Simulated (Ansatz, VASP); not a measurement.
## Two plane-wave programs on In

```
CELL_PARAMETERS angstrom
-1.57476 1.57476 2.57442
1.57476 -1.57476 2.57442
1.57476 1.57476 -2.57442
ATOMIC_POSITIONS crystal
In 0.00000 0.00000 0.00000
```

Alike in both runs: task single point; functional LDA; k mesh 22 × 22 × 22; occupations gaussian, width 0.15 eV; no spin polarisation.

```csv
,VASP,Ansatz
version,VASP 6.6.1,Ansatz 0.2.0
potentials or method,"VASP PAW LDA potentials, release 64 (In_d), cutoff 520 eV","scalar-relativistic, plane waves, PAW"
valence electrons in the cell,13,13
```

VASP gave:

- gap on the k mesh at the Fermi level (eV): none
- pressure (GPa): -1.6
- traceless stress, the component that is largest in VASP (GPa): -0.36

Question: What did Ansatz give for the same quantities?

Answer: gap on the k mesh at the Fermi level (eV): none; pressure (GPa): -1.7; traceless stress, the component that is largest in VASP (GPa): -0.36.

LDA's correlation is that of Perdew and Zunger in VASP and of Perdew and Wang (1992) in Ansatz. A gap of «none» marks a metal or a gap that the smearing closes.
